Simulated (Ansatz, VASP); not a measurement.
**One calculation of SiC, two programs**

```
Si C
1.0
     1.36674   -3.22169    0.00000
     1.36674    3.22169    0.00000
     0.00000    0.00000    2.72858
Si C
1 1
Direct
  0.50000 0.50000 0.00000
  0.00000 0.00000 0.50000
```

Alike in both runs: functional PBE; k mesh 6 × 6 × 6; occupations gaussian, width 0.1 eV; no spin polarisation.

Ansatz relaxed the structure, and its values are those at the end. VASP's run is a single point on that final structure, the one shown.

```csv
,VASP,Ansatz
version,VASP 6.6.1,Ansatz 0.2.0
potentials or method,"VASP PAW PBE potentials, release 64 (Si, C), cutoff 520 eV","scalar-relativistic, plane waves, PAW"
valence electrons in the cell,8,8
```

```tsv
	VASP	Ansatz	Ansatz less VASP
gap on the k mesh at the Fermi level (eV)	none	none	-
pressure (GPa)	0.1	0.1	-0.05
```

A gap of «none» marks a metal or a gap that the smearing closes. With one functional, cell and mesh, what is left measures potentials, basis and numerics.

The k mesh is coarse, so the values compare programs but aren't converged.
